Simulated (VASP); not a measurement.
Wanted: the native input for a VASP 6.6.1 run.

- Task: single point
- Functional: r2SCAN
- Potentials or basis: VASP PAW PBE potentials, release 64 (Ta_pv, Si)
- Cutoff: 520 eV
- k mesh: 10 × 10 × 10
- Occupations: gaussian, width 0.1 eV
- Spin: no spin polarisation
- Dipole correction: no
- Further INCAR settings: ALGO = Normal; EDIFF = 1e-06; NBANDS = 35

Crystal: Ta2Si.

```
Ta Si
1.0
    -3.05371    3.05371    2.49797
     3.05371   -3.05371    2.49797
     3.05371    3.05371   -2.49797
Ta Si
4 2
Direct
  0.66320 0.83680 0.50000
  0.83680 0.33680 0.17360
  0.33680 0.16320 0.50000
  0.16320 0.66320 0.82640
  0.25000 0.25000 0.00000
  0.75000 0.75000 0.00000
```

This cell differs from its parent crystal: volume scaled by 0.97, then relaxed in part.

The input as run:

POSCAR

```
Ta2Si
1.0
   -3.0537088573      3.0537088573      2.4979709442
    3.0537088573     -3.0537088573      2.4979709442
    3.0537088573      3.0537088573     -2.4979709442
Ta Si
4 2
Direct
    0.6631988708      0.8368011292      0.5000000000
    0.8368011292      0.3368011292      0.1736022583
    0.3368011292      0.1631988708      0.5000000000
    0.1631988708      0.6631988708      0.8263977417
    0.2500000000      0.2500000000      0.0000000000
    0.7500000000      0.7500000000      0.0000000000
```

INCAR.step1

```
SYSTEM = Ta2Si
  PREC = Accurate
  ENCUT = 520
  ISMEAR = 0
  SIGMA = 0.1
  LREAL = .FALSE.
  LASPH = .TRUE.
  NELM = 80
  NBANDS = 35
  GGA = PE
  ALGO = Normal
  EDIFF = 1E-4
  LWAVE = .TRUE.
  LCHARG = .FALSE.
```

INCAR.step2

```
SYSTEM = Ta2Si
  PREC = Accurate
  ENCUT = 520
  EDIFF = 1E-6
  ISMEAR = 0
  SIGMA = 0.1
  LREAL = .FALSE.
  LASPH = .TRUE.
  NELM = 80
  ALGO = Normal
  ISIF = 2
  LWAVE = .FALSE.
  LCHARG = .TRUE.
  METAGGA = R2SCAN
  LMIXTAU = .TRUE.
  LELF = .TRUE.
  LVHAR = .TRUE.
  NBANDS = 35
  ISTART = 1
```

KPOINTS

```
regular mesh
0
G
  10 10 10
  0 0 0
```

Potentials or basis: VASP PAW PBE potentials, release 64 (Ta_pv, Si).

Run with:

```bash
$ cat potpaw_PBE.64/Ta_pv/POTCAR potpaw_PBE.64/Si/POTCAR > POTCAR
$ cp INCAR.step1 INCAR
$ mpirun -np 1 vasp_std > vasp.out
$ cp INCAR.step2 INCAR
$ mpirun -np 1 vasp_std > vasp.out
```

It gave:

```yaml
Pressure: 7.9 GPa
Largest_force: 0.006 eV/Å
Band_gap_on_the_k_mesh: zero (band 26 reaches 8.24 eV, above the bottom of band 27 at 7.38 eV)
```

Caveat: the PAW data sets were made with another functional, which shifts forces and pressure a little; spin-orbit coupling is left out, which moves the levels of the heavy elements.

It took 12 min on 1 thread of Intel(R) Xeon(R) Platinum 8559C (Emerald Rapids), on a shared host, peak memory 0.43 GiB.
